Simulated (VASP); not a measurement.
# BN (P6_3/mmc) in VASP: notebook

Aim: see how the results for BN move with the level of theory and the settings. Levels: PBEsol, r2SCAN+D4, r2SCAN. Tasks: relaxation of cell and atoms.

Program: VASP 6.6.1. These are calculated values, not measurements. Logs are shortened: lines on timing, memory, paths and dates and some standing lists are left out, and cuts for length are marked.

## Step 1: The cell of the first run

It takes space group P6_3/mmc (No. 194, hexagonal). The conventional cell has a = 2.498 Å, b = 2.498 Å, c = 6.636 Å, α = 90.00°, β = 90.00°, γ = 120.00°. Within 1.9 Å of B (site symmetry -6m2) lie 3 N at 1.44 Å. N (site symmetry -6m2) has 3 B at 1.44 Å within 1.9 Å.

## Step 2: Relaxation of cell and atoms, PBEsol

Contents of INCAR:

```
PREC     = Accurate       # precision mode
ENCUT    = 600            # plane-wave cutoff, eV
EDIFF    = 1E-6           # SCF threshold, eV
ISMEAR   = 1              # smearing method
SIGMA    = 0.05           # smearing width, eV
LREAL    = False          # projectors in reciprocal space
LASPH    = True           # aspherical terms in the spheres
NELM     = 100            # most SCF steps
ALGO     = Normal         # electronic algorithm
ISIF     = 3              # what is computed and relaxed
LWAVE    = False          # write WAVECAR
LCHARG   = False          # write CHGCAR
GGA      = PS             # functional
IBRION   = 2              # ionic algorithm
NSW      = 60             # ionic steps
EDIFFG   = -0.005         # ionic threshold
```

Contents of KPOINTS:

```
regular mesh
0
Gamma
  12 12 4
```

Contents of POSCAR:

```
BN
1.0
    2.4982400000      0.0000000000      0.0000000000
   -1.2491200000      2.1635390000      0.0000000000
    0.0000000000      0.0000000000      6.6357000000
B N
2 2
Direct
    0.3333333333      0.6666666667      0.2500000000
    0.6666666667      0.3333333333      0.7500000000
    0.3333333333      0.6666666667      0.7500000000
    0.6666666667      0.3333333333      0.2500000000
```

Potentials or basis: VASP PAW PBE potentials, release 64 (B, N).

The run is started by

```
$ cat potpaw_PBE.64/B/POTCAR potpaw_PBE.64/N/POTCAR > POTCAR
$ mpirun -np 1 vasp_std > vasp.out
```

OUTCAR:

```text
PREC = Accurate
   ENCUT = 600
   EDIFF = 1E-6
   ISMEAR = 1
   LREAL = False
   LASPH = True
   NELM = 100
   ISIF = 3
   GGA = PS
   IBRION = 2
   NSW = 60
   EDIFFG = -0.005

 ion  position               nearest neighbor table
   1  0.333  0.667  0.250-   4 1.44   4 1.44   4 1.44
   2  0.667  0.333  0.750-   3 1.44   3 1.44   3 1.44
   3  0.333  0.667  0.750-   2 1.44   2 1.44   2 1.44
   4  0.667  0.333  0.250-   1 1.44   1 1.44   1 1.44

  LATTYP: Found a hexagonal cell.
 ALAT       =     2.4982400000
 C/A-ratio  =     2.6561499296

  Lattice vectors:

 A1 = (   2.4982400000,   0.0000000000,   0.0000000000)
 A2 = (  -1.2491200000,   2.1635390000,   0.0000000000)
 A3 = (   0.0000000000,   0.0000000000,   6.6357000000)

Analysis of symmetry for initial positions (statically):
=====================================================================
 Subroutine PRICEL returns:
 Original cell was already a primitive cell.

 Routine SETGRP: Setting up the symmetry group for a
 hexagonal supercell.

 Subroutine GETGRP returns: Found 24 space group operations
 (whereof 12 operations were pure point group operations)
 out of a pool of 24 trial point group operations.

The static configuration has the point symmetry D_3d.
 The point group associated with its full space group is D_6h.

Analysis of symmetry for dynamics (positions and initial velocities):
=====================================================================
 Subroutine PRICEL returns:
 Original cell was already a primitive cell.

 Routine SETGRP: Setting up the symmetry group for a
 hexagonal supercell.

 Subroutine GETGRP returns: Found 24 space group operations
 (whereof 12 operations were pure point group operations)
 out of a pool of 24 trial point group operations.

The dynamic configuration has the point symmetry D_3d.
 The point group associated with its full space group is D_6h.

 Subroutine INISYM returns: Found 24 space group operations
 (whereof 12 operations are pure point group operations),
 and found     1 'primitive' translations

----------------------------------------------------------------------------------------

                                     Primitive cell

  volume of cell :      35.8662

  direct lattice vectors                    reciprocal lattice vectors
     2.498240000  0.000000000  0.000000000     0.400281798  0.231102837  0.000000000
    -1.249120000  2.163539000  0.000000000     0.000000000  0.462205673  0.000000000
     0.000000000  0.000000000  6.635700000     0.000000000  0.000000000  0.150700002

  length of vectors
     2.498240000  2.498239736  6.635700000     0.462205624  0.462205673  0.150700002

  position of ions in fractional coordinates (direct lattice)
     0.333333333  0.666666667  0.250000000
     0.666666667  0.333333333  0.750000000
     0.333333333  0.666666667  0.750000000
     0.666666667  0.333333333  0.250000000

  ion indices of the primitive-cell ions
   primitive index   ion index
                 1           1
                 2           2
                 3           3
                 4           4

----------------------------------------------------------------------------------------

 KPOINTS: regular mesh

Automatic generation of k-mesh.
 Grid dimensions read from file:
 generate k-points for:   12   12    4

 Generating k-lattice:

  Cartesian coordinates                     Fractional coordinates (reciprocal lattice)
     0.033356817  0.019258570  0.000000000     0.083333333  0.000000000  0.000000000
     0.000000000  0.038517139  0.000000000     0.000000000  0.083333333  0.000000000
     0.000000000  0.000000000  0.037675000     0.000000000  0.000000000  0.250000000

  Length of vectors
     0.038517135  0.038517139  0.037675000

  Shift w.r.t. Gamma in fractional coordinates (k-lattice)
     0.000000000  0.000000000  0.000000000

 Subroutine IBZKPT returns following result:
 ===========================================

 Found     57 irreducible k-points:

 Following reciprocal coordinates:
            Coordinates               Weight
  0.000000  0.000000  0.000000      1.000000
  0.083333 -0.000000  0.000000      6.000000
  0.166667  0.000000  0.000000      6.000000
  0.250000  0.000000  0.000000      6.000000
  0.333333  0.000000  0.000000      6.000000
  0.416667 -0.000000  0.000000      6.000000
[... 16 lines left out ...]
  0.250000  0.000000  0.250000     12.000000
  0.333333  0.000000  0.250000     12.000000
 [... further k-points ...]
   k-points           NKPTS =     57   k-points in BZ     NKDIM =     57   number of bands    NBANDS=     12
   number of dos      NEDOS =    301   number of ions     NIONS =      4
   total plane-waves  NPLWV =  21600
   dimension x,y,z NGX =    20 NGY =   20 NGZ =   54
   dimension x,y,z NGXF=    40 NGYF=   40 NGZF=  108
   ions per type =               2   2
   NGX,Y,Z   is equivalent  to a cutoff of  13.31, 13.31, 13.53 a.u.
   NGXF,Y,Z  is equivalent  to a cutoff of  26.62, 26.62, 27.06 a.u.
 SYSTEM =  unknown system
   PREC   = accura    normal or accurate (medium, high low for compatibility)
   ISTART =      0    job   : 0-new  1-cont  2-samecut
   ICHARG =      2    charge: 1-file 2-atom 10-const
   ISPIN  =      1    spin polarized calculation?
   LNONCOLLINEAR =      F non collinear calculations
   LSORBIT =      F    spin-orbit coupling
   LASPH  =      T    aspherical Exc in radial PAW
   ENCUT  =  600.0 eV  44.10 Ry    6.64 a.u.   4.99  4.99 13.25*2*pi/ulx,y,z
   NELM   =    100;   NELMIN=  2; NELMDL= -5     # of ELM steps
   EDIFF  = 0.1E-05   stopping-criterion for ELM
   LREAL  =      F    real-space projection
   EDIFFG = -.5E-02   stopping-criterion for IOM
   NSW    =     60    number of steps for IOM
   IBRION =      2    ionic relax: 0-MD 1-quasi-New 2-CG
   NFREE  =      1    steps in history (QN), initial steepest desc. (CG)
   ISIF   =      3    stress and relaxation
   ISYM   =      2    0-nonsym 1-usesym 2-fastsym
   POTIM  = 0.5000    time-step for ionic-motion
   TEBEG  =    0.0;   TEEND  =   0.0 temperature during run
   PSTRESS=    0.0 pullay stress
   NELECT =      16.0000    total number of electrons
   NUPDOWN=      -1.0000    fix difference up-down
   EMIN   =  10.00;   EMAX   =-10.00  energy-range for DOS
   EFERMI =   0.00;   METHOD = LEGACY
   ISMEAR =     1;   SIGMA  =   0.05  broadening in eV -4-tet -1-fermi 0-gaus
   EFERMI_NEDOS =   21; number of points for ismear=-14 and -15
   IALGO  =     38    algorithm
   IMIX   =      4    mixing-type and parameters
     AMIX     =   0.40;   BMIX     =  1.00
     AMIX_MAG =   1.60;   BMIX_MAG =  1.00
  volume/ion in A,a.u.               =       8.97        60.51
  Fermi-wavevector in a.u.,A,eV,Ry     =   1.250891  2.363842 21.289435  1.564729
  Thomas-Fermi vector in A             =   2.384864
   LORBIT       =      0    0 simple, 1 ext, 2 COOP (PROOUT), +10 PAW based schemes
   GGA     = PS    functional components
   LHFCALC =     F    Hartree Fock is set to
   AEXX    =    0.0000 exact exchange contribution
   IVDW    =     0    specifies the selected vdW correction
   LEPSILON=     F    determine dielectric tensor
   LRPA    =     F    only Hartree local field effects (RPA)
 conjugate gradient relaxation of ions
 non-spin polarized calculation
 Methfessel and Paxton  Order N= 1 SIGMA  =   0.05
  energy-cutoff  :      600.00
  volume of cell :       35.87
 maximum number of plane-waves:      1224
 NGX is ok and might be reduce to    20
   NGX =  9   NGY =  9   NGZ = 27

--------------------------------------- Ionic step        1  -------------------------------------------

 number of electron      15.9999998 magnetization

 Free energy of the ion-electron system (eV)
  ---------------------------------------------------
  ext. energy  EPLUGINS =         0.00000000
  ---------------------------------------------------
  free energy    TOTEN  =       -36.56972455 eV

  energy without entropy =      -36.56985763  energy(sigma->0) =      -36.56976891

------------------------ aborting loop because EDIFF is reached ----------------------------------------

  FORCE on cell =-STRESS in cart. coord.  units (eV):
  Direction    XX          YY          ZZ          XY          YZ          ZX
  --------------------------------------------------------------------------------------
  -------------------------------------------------------------------------------------
  Total        0.6901171      0.6901170      0.1552450     -0.0000000      0.0000000      0.0000000
  in kB       30.8281719     30.8281632      6.9349384     -0.0000000      0.0000000      0.0000000
  external PRESSURE =      22.8637578 kB  Pullay stress =       0.0000000 kB
[... 95 lines left out ...]
  FREE ENERGIE OF THE ION-ELECTRON SYSTEM (eV)
  ---------------------------------------------------
  free  energy   TOTEN  =       -36.5717519108 eV

  energy  without entropy=      -36.5718830265  energy(sigma->0) =      -36.57179562

[... ionic steps 4 to 8 ...]

--------------------------------------- Ionic step        9  -------------------------------------------

 number of electron      16.0000000 magnetization

------------------------ aborting loop because EDIFF is reached ----------------------------------------
[... 71 lines left out ...]
--------------------------------------- Ionic step       11  -------------------------------------------

 number of electron      16.0000000 magnetization

 Free energy of the ion-electron system (eV)
  ---------------------------------------------------
  ext. energy  EPLUGINS =         0.00000000
  ---------------------------------------------------
  free energy    TOTEN  =       -36.57444227 eV

  energy without entropy =      -36.57460447  energy(sigma->0) =      -36.57449634

 E-fermi :   1.8953     XC(G=0): -10.0316

 val. band max:        1.8721232717   @ k =   0.3333   0.3333   0.5000
 cond. band min:       6.1029505684   @ k =   0.5000   0.0000   0.0000
 fundamental gap:      4.2308272967
 Fermi energy:         1.8952612312

 k-point     1 :       0.0000    0.0000    0.0000
  band No.  band energies     occupation
      1     -15.8437      2.00000
      2     -15.6209      2.00000
      3      -4.2455      2.00000
      4      -2.4540      2.00000
      5       0.5636      2.00000
      6       0.5636      2.00000
      7       0.5885      2.00000
      8       0.5885      2.00000
      9       6.7105      0.00000
     10      11.5714      0.00000
     11      13.3797      0.00000
     12      13.3797      0.00000
[... 331 lines left out ...]
 k-point    24 :       0.3333    0.0000    0.2500
  band No.  band energies     occupation
      1     -13.8354      2.00000
      2     -13.7234      2.00000
      3      -5.0028      2.00000
      4      -4.9627      2.00000
      5      -1.6947      2.00000
      6      -1.6644      2.00000
      7      -1.2491      2.00000
      8      -0.2321      2.00000
      9       8.6772      0.00000
     10       9.1290      0.00000
     11      10.5257      0.00000
     12      12.0039      0.00000

 [... further k-points ...]

------------------------ aborting loop because EDIFF is reached ----------------------------------------

  FORCE on cell =-STRESS in cart. coord.  units (eV):
  Direction    XX          YY          ZZ          XY          YZ          ZX
  --------------------------------------------------------------------------------------
  -------------------------------------------------------------------------------------
  Total        0.0011077      0.0011077      0.0079738      0.0000000     -0.0000000      0.0000000
  in kB        0.0472587      0.0472587      0.3401881      0.0000000     -0.0000000      0.0000000
  external PRESSURE =       0.1449018 kB  Pullay stress =       0.0000000 kB
[... 19 lines left out ...]
  FREE ENERGIE OF THE ION-ELECTRON SYSTEM (eV)
  ---------------------------------------------------
  free  energy   TOTEN  =       -36.5744422717 eV

  energy  without entropy=      -36.5746044676  energy(sigma->0) =      -36.57449634

 reached required accuracy - stopping structural energy minimisation
```

Run time: 3.9 min. Hardware: 1 thread of Intel Xeon 8259CL, shared host; peak memory 0.17 GiB.

What came out:

- Free energy: -36.5744 eV
- Relaxed volume: 9.39 Å³/atom
- Relaxed cell: a = 2.505 Å, b = 2.505 Å, c = 6.910 Å, α = 90.00°, β = 90.00°, γ = 120.00°
- Space group after relaxing (to 0.1 Å): P6_3/mmc (No. 194)
- Energy gained by relaxing: 1.2 meV/atom
- Ionic steps: 11
- Pressure after relaxing: 0.0 GPa
- Band gap on the k mesh: 4.23 eV (least direct gap 4.59 eV)

The path:
```tsv
step	energy change (eV)	largest force (eV/Å)	pressure (GPa)	volume (Å³)
1	0.0000	0.0000	2.29	35.87
2	0.0050	0.0000	-3.64	36.53
3	-0.0020	0.0000	0.16	36.10
4	-0.0023	0.0000	0.14	36.15
5	-0.0029	0.0000	0.13	36.32
6	-0.0038	0.0000	0.11	36.66
7	-0.0047	0.0000	0.10	37.33
8	-0.0047	0.0000	0.08	37.57
9	-0.0047	0.0000	0.09	37.54
10	-0.0039	0.0000	-1.23	37.73
11	-0.0047	0.0000	0.01	37.55
```

Final structure:
```yaml
crystal:
  lattice:
    - [2.50517, 0.00000, 0.00000]
    - [-1.25259, 2.16954, 0.00000]
    - [0.00000, 0.00000, 6.90956]
  atoms:
    - { symbol: B, position: [0.33333, 0.66667, 0.25000] }
    - { symbol: B, position: [0.66667, 0.33333, 0.75000] }
    - { symbol: N, position: [0.33333, 0.66667, 0.75000] }
    - { symbol: N, position: [0.66667, 0.33333, 0.25000] }
```

Caveat: the PAW data sets were made with another functional, which shifts forces and pressure a little; this functional lacks dispersion, which binds the layers, so the pressure and a relaxed spacing across them are unreliable. A k mesh can miss the band edges.

(Continued in part 2 of 2.)
